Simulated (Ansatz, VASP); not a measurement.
# One calculation of LuBe, two programs

Contents of INCAR:

```
PREC = Accurate
ENCUT = 520
EDIFF = 1E-6
ISMEAR = -1
SIGMA = 0.05
LREAL = False
LASPH = True
NELM = 80
ALGO = Normal
ISIF = 2
LWAVE = False
LCHARG = False
GGA = PS
NBANDS = 20
```

File KPOINTS:

```
regular mesh
0
Gamma
  8 8 8
```

Contents of POSCAR:

```
LuBe
1.0
    3.3203700000      0.0000000000      0.0000000000
    0.0000000000      3.3203700000      0.0000000000
    0.0000000000      0.0000000000      3.3203700000
Lu Be
1 1
Direct
    0.0000000000      0.0000000000      0.0000000000
    0.5000000000      0.5000000000      0.5000000000
```

File input.yaml:

```yaml
crystal:
  lattice:
    - [3.32037, 0.0, 0.0]
    - [0.0, 3.32037, 0.0]
    - [0.0, 0.0, 3.32037]
  atoms:
    - { symbol: Lu, position: [0.0, 0.0, 0.0] }
    - { symbol: Be, position: [0.5, 0.5, 0.5] }
hamiltonian:
  xc: pbesol
  pseudopotentials: { kind: paw }
kpoints:
  mp_grid: { grid: [8, 8, 8] }
  band_path:
    path:
      - [[0.0, 0.0, 0.0], [0.0, 0.5, 0.0], [0.5, 0.5, 0.0], [0.0, 0.0, 0.0], [0.5, 0.5, 0.5], [0.0, 0.5, 0.0]]
      - [[0.5, 0.5, 0.0], [0.5, 0.5, 0.5]]
    npoints: 14
scf:
  occupations: { method: fermi_dirac, width: 0.05 }
  n_extra_bands: 6
output:
  forces: true
  stress: true
  eigenvalues: true
  fatbands: false
  write_density: true
  write_potential: true
  elf: true
  volumetric_format: npy
```

Alike in both runs: functional PBEsol; k mesh 8 × 8 × 8; occupations fermi-dirac, width 0.05 eV; no spin polarisation.

|  | VASP | Ansatz |
| --- | --- | --- |
| version | VASP 6.6.1 | Ansatz 0.2.0 |
| potentials or method | VASP PAW PBE potentials, release 64 (Lu, Be) | Ansatz PAW |
| plane-wave cutoff (eV) | 520 | 420 |
| valence electrons in the cell | 27 | 27 |
| task | single point | band structure |

VASP gave:

- gap on the k mesh at the Fermi level (eV): none
- pressure (GPa): -2.2

Q: Which values does Ansatz return?

A: gap on the k mesh at the Fermi level (eV): none; pressure (GPa): -2.5.

VASP's potentials were made for PBE, not for PBEsol. A gap of «none» marks a metal or a gap that the smearing closes. The functional is the same, so the differences come from potentials, cutoffs and numerics.

Neither program's run includes spin-orbit coupling.
